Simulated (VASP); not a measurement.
Here is a VASP 6.6.1 calculation.

Contents of INCAR:

```
PREC = Accurate
ENCUT = 520
EDIFF = 1E-6
ISMEAR = -1
SIGMA = 0.05
LREAL = False
LASPH = True
NELM = 100
ALGO = Normal
ISIF = 2
LWAVE = False
LCHARG = False
GGA = PE
IVDW = 12
NBANDS = 42
```

KPOINTS

```
regular mesh
0
Gamma
  1 1 1
```

POSCAR

```
N
1.0
    7.2609030000      0.0000000000      0.0000000000
    0.0000000000      7.2609030000      0.0000000000
    0.0000000000      0.0000000000      7.2609030000
N
12
Direct
    0.3926784313      0.7659240180      0.1791237261
    0.5116030334      0.6765274237      0.2258121338
    1.0067067416      0.5069204202      0.3515127526
    0.9900421477      0.3857371459      0.4401656378
    0.9130269334      0.2284151159      1.0202450026
    0.9966804404      0.1625142217      0.9164011694
    0.4278118025      0.3829964400      0.5362142973
    0.3863431312      0.2899639342      0.6478119870
    0.1444448438      0.7202685396      0.8065112562
    0.1680644956      0.7862796129      0.6741585723
    0.6907818490      0.8486960919      0.7342888343
    0.7352804465      0.7505402565      0.8453494008
```

Potentials or basis: VASP PAW PBE potentials, release 64 (N).

Command:

```sh
$ cat potpaw_PBE.64/N/POTCAR > POTCAR
$ mpirun -np 1 vasp_gam > vasp.out
```

Question: Predict the pressure.

Answer: 1.5 GPa.

Question: Predict the dispersion energy per atom.

Answer: -0.037 eV.

Question: What does it give for the largest force?

Answer: 5.685 eV/Å.

Stress tensor (GPa, compression positive):
```
 0.22  0.50 -2.02
 0.50  1.18 -0.46
-2.02 -0.46  3.22
```

Caveat: the k points lie up to 0.87 Å⁻¹ apart, too coarse for converged energies, forces and pressures; the standard files for N, O and F lose accuracy on very short bonds.
